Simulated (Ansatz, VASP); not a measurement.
# Na in VASP and in Ansatz

The input INCAR:

```
SYSTEM = Na
PREC = Accurate
ENCUT = 520
EDIFF = 1E-6
ISMEAR = 0
SIGMA = 0.15
LREAL = .FALSE.
LASPH = .TRUE.
NELM = 60
ALGO = Fast
ISIF = 2
LWAVE = .FALSE.
LCHARG = .FALSE.
GGA = PS
NBANDS = 14
```

File KPOINTS:

```
regular mesh
0
G
  12 12 10
  0 0 0
```

The input POSCAR:

```
Na
1.0
    0.0000000000     -3.6962086161      0.0000000000
   -3.6962086161      0.0000000000      0.0000000000
    0.0000000000      0.0000000000     -5.1808230877
Na
2
Direct
    0.5000000000      0.6642007968      0.5000000000
    0.0000000000     -0.1642007968      0.0000000000
```

Input for Ansatz:

```yaml
crystal:
  lattice:
    - [0.0, -3.6962086161, 0.0]
    - [-3.6962086161, 0.0, 0.0]
    - [0.0, 0.0, -5.1808230877]
  atoms:
    - { symbol: Na, position: [0.5, 0.6642007968, 0.5] }
    - { symbol: Na, position: [0.0, -0.1642007968, 0.0] }
basis:
  ecutwfc: 520.0
kpoints:
  mp_grid: { grid: [12, 12, 10] }
hamiltonian:
  xc: pbesol
scf:
  occupations: { method: gaussian, width: 0.15 }
output:
  forces: true
  stress: true
  eigenvalues: true
```

Change from the starting cell: mode 4 frozen in at -0.612 Å, equal normal strain along x, y and z -0.0083.

Alike in both runs: task single point; functional PBEsol; k mesh 12 × 12 × 10; occupations gaussian, width 0.15 eV; no spin polarisation.

```csv
,VASP,Ansatz
version,VASP 6.6.1,Ansatz 0.2.0
potentials or method,"VASP PAW PBE potentials, release 64 (Na_pv), cutoff 520 eV","scalar-relativistic, plane waves, PAW"
valence electrons in the cell,14,18
```

```csv
,VASP,Ansatz,Ansatz less VASP
gap on the k mesh at the Fermi level (eV),none,none,-
pressure (GPa),0.8,0.8,0.00
"traceless stress, the component that is largest in VASP (GPa)",-2.02,-2.02,+0.001
rms of the force components (eV/Å),0.130,0.130,-0.0003
```

VASP's potentials were made for PBE, not for PBEsol. Atom by atom the forces differ by 0.000 eV/Å (rms over components). A gap of «none» marks a metal or a gap that the smearing closes. VASP's potentials hold 14 valence electrons a cell and Ansatz's 18, so a difference there can come from the potentials and not from the codes.
